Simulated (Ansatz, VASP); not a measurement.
**One calculation of FeO, two programs**

Contents of INCAR:

```
ALGO = Normal
EDIFF = 1E-6
ENCUT = 600
GGA = PE
GGA_COMPAT = False
ISIF = 2
ISMEAR = 0
ISPIN = 2
LASPH = True
LCHARG = True
LELF = True
LMAXMIX = 4
LORBIT = 11
LREAL = False
LVHAR = True
LWAVE = False
MAGMOM = 3 0
NBANDS = 22
NELM = 200
PREC = Accurate
SIGMA = 0.018000000000000002
```

File KPOINTS:

```
k-points
0
Gamma
  11 11 11
```

POSCAR

```
FeO
1.0
    0.0000000000      2.1554000000      2.1554000000
    2.1554000000      0.0000000000      2.1554000000
    2.1554000000      2.1554000000      0.0000000000
Fe O
1 1
Direct
    0.0000000000      0.0000000000      0.0000000000
    0.5000000000      0.5000000000      0.5000000000
```

The input input.yaml:

```yaml
crystal:
  lattice:
    - [0.0, 2.1554, 2.1554]
    - [2.1554, 0.0, 2.1554]
    - [2.1554, 2.1554, 0.0]
  atoms:
    - { symbol: Fe, position: [0.0, 0.0, 0.0], spin: 3.0 }
    - { symbol: O, position: [0.5, 0.5, 0.5] }
hamiltonian:
  xc: pbe
  pseudopotentials: { kind: paw }
magnetization:
  spin_polarized: true
kpoints:
  mp_grid: { grid: [11, 11, 11] }
scf:
  occupations: { method: gaussian, width: 0.018 }
output:
  forces: true
  stress: true
  eigenvalues: true
```

Alike in both runs: task single point; functional PBE; k mesh 11 × 11 × 11; occupations gaussian, width 0.018 eV; collinear spin.

|  | VASP | Ansatz |
| --- | --- | --- |
| version | VASP 6.6.1 | Ansatz 0.2.0 |
| potentials or method | VASP PAW PBE potentials, release 64 (Fe_sv, O) | Ansatz PAW |
| plane-wave cutoff (eV) | 600 | 420 |
| valence electrons in the cell | 22 | 22 |

Ansatz gave:

* gap on the k mesh at the Fermi level (eV): none
* pressure (GPa): -0.3
* net moment per atom (μB): 2.00
* size of the moment on the site where the two differ most (μB): 3.45

Task: What did VASP give for the same quantities?

Result: gap on the k mesh at the Fermi level (eV): none; pressure (GPa): -2.6; net moment per atom (μB): 2.00; size of the moment on the site where the two differ most (μB): 3.48.

Site moments also hang on the region over which each program counts them. A gap of «none» marks a metal or a gap that the smearing closes. With one functional, cell and mesh, what is left measures potentials, basis and numerics.
